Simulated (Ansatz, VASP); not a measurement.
## ZnS in VASP and in Ansatz

File POSCAR:

```
ZnS
1.0
    3.7996099671      0.0779353650      0.0116112810
   -1.8323109776      3.2186922567      0.0165154556
    0.0189936365      0.0421611913      6.1813907853
Zn S
2 2
Direct
    0.3367851809      0.6687367315      0.0203682290
    0.6693831759      0.3391703032      0.4871756043
    0.2998350907      0.6410830328      0.3753257502
    0.6939965525      0.3510099325      0.8871304165
```

Contents of INCAR.step1:

```
ALGO = Normal
EDIFF = 1E-4
ENCUT = 520
GGA = PE
ISMEAR = 0
LASPH = True
LCHARG = False
LREAL = False
LWAVE = True
NBANDS = 26
NELM = 60
PREC = Accurate
SIGMA = 0.05
```

Contents of INCAR.step2:

```
ALGO = Normal
EDIFF = 1E-6
ENCUT = 520
ISIF = 2
ISMEAR = 0
ISTART = 1
LASPH = True
LCHARG = False
LMIXTAU = True
LREAL = False
LWAVE = False
METAGGA = R2SCAN
NBANDS = 26
NELM = 60
PREC = Accurate
SIGMA = 0.05
```

KPOINTS

```
k-points
0
Gamma
  6 6 4
```

Input for Ansatz:

```yaml
crystal:
  lattice:
    - [3.7996099671, 0.077935365, 0.011611281]
    - [-1.8323109776, 3.2186922567, 0.0165154556]
    - [0.0189936365, 0.0421611913, 6.1813907853]
  atoms:
    - { symbol: Zn, position: [0.3367851809, 0.6687367315, 0.020368229] }
    - { symbol: Zn, position: [0.6693831759, 0.3391703032, 0.4871756043] }
    - { symbol: S, position: [0.2998350907, 0.6410830328, 0.3753257502] }
    - { symbol: S, position: [0.6939965525, 0.3510099325, 0.8871304165] }
basis:
  ecutwfc: 500
kpoints:
  mp_grid: { grid: [6, 6, 4] }
hamiltonian:
  xc: r2scan
scf:
  occupations: { method: gaussian, width: 0.05 }
output:
  forces: true
  stress: true
  eigenvalues: true
```

Change from the starting cell: all atoms moved at random (sigma 0.06 Å a component), cell strained at random (sigma 0.01).

Alike in both runs: task single point; functional r2SCAN; k mesh 6 × 6 × 4; occupations gaussian, width 0.05 eV; no spin polarisation.

|  | VASP | Ansatz |
| --- | --- | --- |
| version | VASP 6.6.1 | Ansatz 0.2.0 |
| potentials or method | VASP PAW PBE potentials, release 64 (Zn, S), cutoff 520 eV | scalar-relativistic, plane waves, PAW |
| valence electrons in the cell | 36 | 36 |

```tsv
	VASP	Ansatz	Ansatz less VASP
gap on the k mesh at the Fermi level (eV)	2.62	2.61	-0.007
least direct gap on the mesh (eV)	2.62	2.61	-0.007
pressure (GPa)	3.0	2.9	-0.11
traceless stress, the component that is largest in VASP (GPa)	-2.11	-2.08	+0.029
rms of the force components (eV/Å)	0.676	0.668	-0.0082
```

VASP's potentials were made for PBE, not for r2SCAN. Atom by atom the forces differ by 0.011 eV/Å (rms over components).
